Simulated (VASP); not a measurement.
A run of VASP 6.6.1 is set up as follows.

Contents of INCAR:

```
SYSTEM = Cl
  PREC = Accurate
  ENCUT = 520
  EDIFF = 1E-6
  ISMEAR = -1
  SIGMA = 0.02
  LREAL = .False.
  LASPH = .True.
  NELM = 60
  ALGO = Normal
  ISIF = 2
  LWAVE = .False.
  LCHARG = .False.
  NBANDS = 22
```

KPOINTS

```
Automatic mesh
0
Gamma
  6 6 3
  0 0 0
```

File POSCAR:

```
Cl
1.0
    3.0926914852     -1.8575161589      0.0000000000
    3.0926914852      1.8575161589      0.0000000000
    0.0000000000      0.0000000000      7.7921153607
Cl
4
Direct
    0.8623604375      0.1376395625      0.1134707540
    0.6376395625      0.3623604375      0.6134707540
    0.1376395625      0.8623604375      0.8865292460
    0.3623604375      0.6376395625      0.3865292460
```

Potentials or basis: VASP PAW LDA potentials, release 64 (Cl).

The run is started by

```sh
$ cat potpaw_LDA.64/Cl/POTCAR > POTCAR
$ mpirun -np 1 vasp_std > vasp.out
```

What does it give for the pressure?

-0.3 GPa.

Predict the largest force.

0.121 eV/Å.

Forces on the atoms (eV/Å):
```
Cl   0.000 -0.058 -0.107
Cl   0.000  0.058 -0.107
Cl   0.000  0.058  0.107
Cl   0.000 -0.058  0.107
```
